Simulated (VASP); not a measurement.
# TiO2 (Cmmm) in VASP: notebook

TiO2 is run at these levels: PBE; tasks: single point.

Program: VASP 6.6.1. These are calculated values, not measurements. Logs are shortened: lines on timing, memory, paths and dates and some standing lists are left out, and cuts for length are marked.

## Step 1: The cell of the first run

Symmetry: Cmmm, No. 65, orthorhombic system. Conventional cell: a = 6.375 Å, b = 6.635 Å, c = 2.959 Å, α = 90.00°, β = 90.00°, γ = 90.00°. Within 2.6 Å of Ti (site symmetry mmm) lie 6 O at 1.94 to 1.97 Å. Ti (site symmetry mmm) has 6 O at 1.94 to 2.02 Å within 2.6 Å. Within 2.6 Å of O (site symmetry 2mm) lie 3 Ti at 1.94 Å and 1 O at 2.49 Å. Within 2.6 Å of O (site symmetry m2m) lie 3 Ti at 1.97 to 2.02 Å and 1 O at 2.60 Å.

## Step 2: Single point, PBE

File INCAR:

```
ALGO = Normal ; EDIFF = 1E-6
ENCUT = 520 ; GGA = PE
ISIF = 2 ; ISMEAR = -1
LASPH = T ; LCHARG = T
LELF = T ; LREAL = F
LVHAR = T ; LWAVE = F
NBANDS = 33 ; NELM = 80
PREC = Accurate ; SIGMA = 0.05
```

File KPOINTS:

```
k-points
0
Gamma
  5 5 8
```

File POSCAR:

```
TiO2
1.0
    4.5998373239     -0.0919967465      0.0000000000
   -0.0919967465      4.5998373239      0.0000000000
    0.0000000000      0.0000000000      2.9592135600
Ti O
2 4
Direct
    0.0000000000      0.0000000000      0.5000000000
    0.5000000000      0.5000000000      0.0000000000
    0.3043213200      0.3043213200      0.5000000000
    0.1956786800      0.8043213200      0.0000000000
    0.8043213200      0.1956786800      0.0000000000
    0.6956786800      0.6956786800      0.5000000000
```

Potentials or basis: VASP PAW PBE potentials, release 64 (Ti_sv, O).

On the command line:

```bash
cat potpaw_PBE.64/Ti_sv/POTCAR potpaw_PBE.64/O/POTCAR > POTCAR
mpirun -np 1 vasp_std > vasp.out
```

OUTCAR:

```text
EDIFF = 1E-6
   ENCUT = 520
   GGA = PE
   ISIF = 2
   ISMEAR = -1
   LASPH = T
   LREAL = F
   NELM = 80
   PREC = Accurate

 ion  position               nearest neighbor table
   1  0.000  0.000  0.500-   3 1.94   6 1.94   5 1.97   4 1.97   4 1.97   5 1.97
   2  0.500  0.500  0.000-   3 1.94   6 1.94   3 1.94   6 1.94   5 2.02   4 2.02
   3  0.304  0.304  0.500-   2 1.94   2 1.94   1 1.94
   4  0.196  0.804  0.000-   1 1.97   1 1.97   2 2.02
   5  0.804  0.196  0.000-   1 1.97   1 1.97   2 2.02
   6  0.696  0.696  0.500-   2 1.94   2 1.94   1 1.94

  LATTYP: Found a base centered orthorhombic cell.
 ALAT       =     6.3750492816
 B/A-ratio  =     1.0408163265
 C/A-ratio  =     0.4641867740

  Lattice vectors:

 A1 = (   4.5998373239,  -0.0919967465,   0.0000000000)
 A2 = (  -0.0919967465,   4.5998373239,   0.0000000000)
 A3 = (   0.0000000000,   0.0000000000,   2.9592135600)

Analysis of symmetry for initial positions (statically):
=====================================================================
 Subroutine PRICEL returns:
 Original cell was already a primitive cell.

 Routine SETGRP: Setting up the symmetry group for a
 base centered orthorhombic supercell.

 Subroutine GETGRP returns: Found  8 space group operations
 (whereof  8 operations were pure point group operations)
 out of a pool of  8 trial point group operations.

The static configuration has the point symmetry D_2h.

Analysis of symmetry for dynamics (positions and initial velocities):
=====================================================================
 Subroutine PRICEL returns:
 Original cell was already a primitive cell.

 Routine SETGRP: Setting up the symmetry group for a
 base centered orthorhombic supercell.

 Subroutine GETGRP returns: Found  8 space group operations
 (whereof  8 operations were pure point group operations)
 out of a pool of  8 trial point group operations.

The dynamic configuration has the point symmetry D_2h.

 Subroutine INISYM returns: Found  8 space group operations
 (whereof  8 operations are pure point group operations),
 and found     1 'primitive' translations

----------------------------------------------------------------------------------------

                                     Primitive cell

  volume of cell :      62.5875

  direct lattice vectors                    reciprocal lattice vectors
     4.599837324 -0.091996747  0.000000000     0.217485987  0.004349720  0.000000000
    -0.091996747  4.599837324  0.000000000     0.004349720  0.217485987  0.000000000
     0.000000000  0.000000000  2.959213560     0.000000000  0.000000000  0.337927622

  length of vectors
     4.600757199  4.600757199  2.959213560     0.217529480  0.217529480  0.337927622

  position of ions in fractional coordinates (direct lattice)
     0.000000000  0.000000000  0.500000000
     0.500000000  0.500000000  0.000000000
     0.304321320  0.304321320  0.500000000
     0.195678680  0.804321320  0.000000000
     0.804321320  0.195678680  0.000000000
     0.695678680  0.695678680  0.500000000

  ion indices of the primitive-cell ions
   primitive index   ion index
                 1           1
                 2           2
                 3           3
                 4           4
                 5           5
                 6           6

----------------------------------------------------------------------------------------

 KPOINTS: k-points

Automatic generation of k-mesh.
 Grid dimensions read from file:
 generate k-points for:    5    5    8

 Generating k-lattice:

  Cartesian coordinates                     Fractional coordinates (reciprocal lattice)
     0.043497197  0.000869944  0.000000000     0.200000000  0.000000000  0.000000000
     0.000869944  0.043497197  0.000000000     0.000000000  0.200000000  0.000000000
     0.000000000  0.000000000  0.042240953     0.000000000  0.000000000  0.125000000

  Length of vectors
     0.043505896  0.043505896  0.042240953

  Shift w.r.t. Gamma in fractional coordinates (k-lattice)
     0.000000000  0.000000000  0.000000000

 Subroutine IBZKPT returns following result:
 ===========================================

 Found     45 irreducible k-points:

 Following reciprocal coordinates:
            Coordinates               Weight
  0.000000  0.000000  0.000000      1.000000
  0.200000 -0.000000  0.000000      4.000000
  0.400000 -0.000000  0.000000      4.000000
  0.200000  0.200000  0.000000      2.000000
  0.400000  0.200000  0.000000      4.000000
 -0.400000  0.200000  0.000000      4.000000
[... 16 lines left out ...]
  0.400000  0.200000  0.250000      8.000000
 -0.400000  0.200000  0.250000      8.000000
 [... further k-points ...]
   k-points           NKPTS =     45   k-points in BZ     NKDIM =     45   number of bands    NBANDS=     33
   number of dos      NEDOS =    301   number of ions     NIONS =      6
   total plane-waves  NPLWV =  31104
   dimension x,y,z NGX =    36 NGY =   36 NGZ =   24
   dimension x,y,z NGXF=    72 NGYF=   72 NGZF=   48
   ions per type =               2   4
   NGX,Y,Z   is equivalent  to a cutoff of  13.01, 13.01, 13.48 a.u.
   NGXF,Y,Z  is equivalent  to a cutoff of  26.02, 26.02, 26.97 a.u.
 SYSTEM =  unknown system
   PREC   = accura    normal or accurate (medium, high low for compatibility)
   ISTART =      0    job   : 0-new  1-cont  2-samecut
   ICHARG =      2    charge: 1-file 2-atom 10-const
   ISPIN  =      1    spin polarized calculation?
   LNONCOLLINEAR =      F non collinear calculations
   LSORBIT =      F    spin-orbit coupling
   LASPH  =      T    aspherical Exc in radial PAW
   ENCUT  =  520.0 eV  38.22 Ry    6.18 a.u.   8.55  8.55  5.50*2*pi/ulx,y,z
   NELM   =     80;   NELMIN=  2; NELMDL= -5     # of ELM steps
   EDIFF  = 0.1E-05   stopping-criterion for ELM
   LREAL  =      F    real-space projection
   EDIFFG = 0.1E-04   stopping-criterion for IOM
   NSW    =      0    number of steps for IOM
   IBRION =     -1    ionic relax: 0-MD 1-quasi-New 2-CG
   NFREE  =      0    steps in history (QN), initial steepest desc. (CG)
   ISIF   =      2    stress and relaxation
   ISYM   =      2    0-nonsym 1-usesym 2-fastsym
   POTIM  = 0.5000    time-step for ionic-motion
   TEBEG  =    0.0;   TEEND  =   0.0 temperature during run
   PSTRESS=    0.0 pullay stress
   NELECT =      48.0000    total number of electrons
   NUPDOWN=      -1.0000    fix difference up-down
   EMIN   =  10.00;   EMAX   =-10.00  energy-range for DOS
   EFERMI =   0.00;   METHOD = LEGACY
   ISMEAR =    -1;   SIGMA  =   0.05  broadening in eV -4-tet -1-fermi 0-gaus
   EFERMI_NEDOS =   21; number of points for ismear=-14 and -15
   IALGO  =     38    algorithm
   IMIX   =      4    mixing-type and parameters
     AMIX     =   0.40;   BMIX     =  1.00
     AMIX_MAG =   1.60;   BMIX_MAG =  1.00
  volume/ion in A,a.u.               =      10.43        70.39
  Fermi-wavevector in a.u.,A,eV,Ry     =   1.498509  2.831772 30.552287  2.245530
  Thomas-Fermi vector in A             =   2.610259
   LORBIT       =      0    0 simple, 1 ext, 2 COOP (PROOUT), +10 PAW based schemes
   GGA     = PE    functional components
   LHFCALC =     F    Hartree Fock is set to
   AEXX    =    0.0000 exact exchange contribution
   IVDW    =     0    specifies the selected vdW correction
   LEPSILON=     F    determine dielectric tensor
   LRPA    =     F    only Hartree local field effects (RPA)
 non-spin polarized calculation
  energy-cutoff  :      520.00
  volume of cell :       62.59
 maximum number of plane-waves:      1708
 NGX is ok and might be reduce to    36
   NGX = 17   NGY = 17   NGZ = 11

 number of electron      48.0000021 magnetization

 Free energy of the ion-electron system (eV)
  ---------------------------------------------------
  ext. energy  EPLUGINS =         0.00000000
  ---------------------------------------------------
  free energy    TOTEN  =       -53.57941804 eV

  energy without entropy =      -53.57941804  energy(sigma->0) =      -53.57941804

 E-fermi :   5.7142     XC(G=0): -11.3993

 val. band max:        4.8291853618   @ k =   0.0000   0.0000   0.0000
 cond. band min:       6.6724570564   @ k =   0.0000   0.0000   0.0000
 fundamental gap:      1.8432716946
 Fermi energy:         5.7141549489

 k-point     1 :       0.0000    0.0000    0.0000
  band No.  band energies     occupation
      1     -52.1825      2.00000
      2     -52.0193      2.00000
      3     -28.5058      2.00000
      4     -28.3747      2.00000
      5     -28.2832      2.00000
      6     -28.2373      2.00000
[... 25 lines left out ...]
     32      11.2469      0.00000
     33      11.5362      0.00000

 k-point     2 :       0.2000   -0.0000    0.0000
  band No.  band energies     occupation
      1     -52.1823      2.00000
      2     -52.0194      2.00000
      3     -28.4944      2.00000
      4     -28.3663      2.00000
      5     -28.2826      2.00000
      6     -28.2504      2.00000
[... 25 lines left out ...]
     32      11.1459      0.00000
     33      11.4009      0.00000

 k-point     3 :       0.4000   -0.0000    0.0000
  band No.  band energies     occupation
      1     -52.1820      2.00000
      2     -52.0196      2.00000
      3     -28.4729      2.00000
      4     -28.3493      2.00000
      5     -28.2817      2.00000
      6     -28.2747      2.00000
[... 25 lines left out ...]
     32      10.9720      0.00000
     33      11.1609      0.00000

 k-point     4 :       0.2000    0.2000    0.0000
  band No.  band energies     occupation
      1     -52.1821      2.00000
      2     -52.0196      2.00000
      3     -28.4718      2.00000
      4     -28.3792      2.00000
      5     -28.2820      2.00000
      6     -28.2751      2.00000
[... 673 lines left out ...]
     32      10.3420      0.00000
     33      10.7568      0.00000

 k-point    23 :       0.4000    0.2000    0.2500
  band No.  band energies     occupation
      1     -52.1615      2.00000
      2     -52.0002      2.00000
      3     -28.5283      2.00000
      4     -28.4212      2.00000
      5     -28.3524      2.00000
      6     -28.3064      2.00000
[... 25 lines left out ...]
     32      10.2203      0.00000
     33      10.9797      0.00000

 k-point    24 :      -0.4000    0.2000    0.2500
  band No.  band energies     occupation
      1     -52.1616      2.00000
      2     -52.0002      2.00000
      3     -28.5227      2.00000
      4     -28.4334      2.00000
      5     -28.3611      2.00000
      6     -28.2911      2.00000
[... 25 lines left out ...]
     32      10.5226      0.00000
     33      11.0916      0.00000

 [... further k-points ...]
[... 5 lines left out ...]
  --------------------------------------------------------------------------------------
  -------------------------------------------------------------------------------------
  Total        2.1858254      2.1858254      1.9243176      3.6009079      0.0000000      0.0000000
  in kB       55.9549545     55.9549545     49.2606149     92.1796590      0.0000000      0.0000000
  external PRESSURE =      53.7235080 kB  Pullay stress =       0.0000000 kB

 VOLUME and BASIS-vectors are now :
 -----------------------------------------------------------------------------
  energy-cutoff  :      520.00
  volume of cell :       62.59
      direct lattice vectors                 reciprocal lattice vectors
     4.599837324 -0.091996747  0.000000000     0.217485987  0.004349720  0.000000000
    -0.091996747  4.599837324  0.000000000     0.004349720  0.217485987  0.000000000
     0.000000000  0.000000000  2.959213560     0.000000000  0.000000000  0.337927622

 POSITION                                       TOTAL-FORCE (eV/Angst)
 -----------------------------------------------------------------------------------
      0.00000      0.00000      1.47961         0.000000      0.000000     -0.000000
      2.25392      2.25392      0.00000         0.000000      0.000000     -0.000000
      1.37183      1.37183      1.47961         0.064780      0.064780      0.000000
      0.82610      3.68175      0.00000         0.053655     -0.053655      0.000000
      3.68175      0.82610      0.00000        -0.053655      0.053655     -0.000000
      3.13601      3.13601      1.47961        -0.064780     -0.064780     -0.000000
 -----------------------------------------------------------------------------------
    total drift:                                0.000000      0.000000      0.000000

  FREE ENERGIE OF THE ION-ELECTRON SYSTEM (eV)
  ---------------------------------------------------
  free  energy   TOTEN  =       -53.5794180372 eV

  energy  without entropy=      -53.5794180365  energy(sigma->0) =      -53.57941804
```

It took 2 min on 1 thread of Intel Xeon Platinum 8259CL at 2.50GHz (Skylake/Cascade Lake), shared host; peak memory 0.21 GiB.

What came out:

```yaml
Free_energy: -53.5794 eV
Pressure: 5.4 GPa
Largest_force: 0.092 eV/Å
Band_gap_on_the_k_mesh: 1.84 eV, direct
```

Forces on the atoms (eV/Å):
```
Ti   0.000  0.000  0.000
Ti   0.000  0.000  0.000
O    0.065  0.065  0.000
O    0.054 -0.054  0.000
O   -0.054  0.054  0.000
O   -0.065 -0.065  0.000
```

Stress tensor (GPa, compression positive):
```
5.60 9.22 0.00
9.22 5.60 0.00
0.00 0.00 4.93
```

A k mesh can miss the band edges. PBE gaps usually lie below the measured ones, often by a third to a half.

[end of part 1 of 2]
